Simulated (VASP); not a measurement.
Write the native input for VASP 6.6.1 that does the following.

```
Task                   : single point
Functional             : PBE
Potentials or basis    : VASP PAW PBE potentials, release 64 (Na_pv, F)
Cutoff                 : 520 eV
k mesh                 : 6 × 6 × 6
Occupations            : gaussian, width 0.01 eV
Spin                   : no spin polarisation
Dipole correction      : no
Further INCAR settings : ALGO = Normal; EDIFF = 1e-06; NBANDS = 14
```

The structure of NaF lies in POSCAR:

```
NaF
1.0
    0.0000000000      2.2971680881      2.2971680881
    2.2971680881      0.0000000000      2.2971680881
    2.2971680881      2.2971680881      0.0000000000
Na F
1 1
Direct
    0.0000000000      0.0000000000      0.0000000000
    0.5000000000      0.5000000000      0.5000000000
```

One way to write it, as run:

INCAR

```
PREC = Accurate
ENCUT = 520
EDIFF = 1E-6
ISMEAR = 0
SIGMA = 0.01
LREAL = False
LASPH = True
NELM = 60
ALGO = Normal
ISIF = 2
LWAVE = False
LCHARG = True
GGA = PE
LELF = True
LVHAR = True
NBANDS = 14
```

KPOINTS

```
Automatic mesh
0
Gamma
  6 6 6
```

Potentials or basis: VASP PAW PBE potentials, release 64 (Na_pv, F).

Run with:

```bash
$ cat potpaw_PBE.64/Na_pv/POTCAR potpaw_PBE.64/F/POTCAR > POTCAR
$ mpirun -np 1 vasp_std > vasp.out
```

Results of the run:

```yaml
Pressure: 3.5 GPa
Band_gap_on_the_k_mesh: 6.44 eV
```

Caveat: the cell stands under pressure.

It took 2.3 s on 1 thread of Intel(R) Xeon(R) 6975P-C (Granite Rapids) (shared host), peak memory 0.13 GiB.
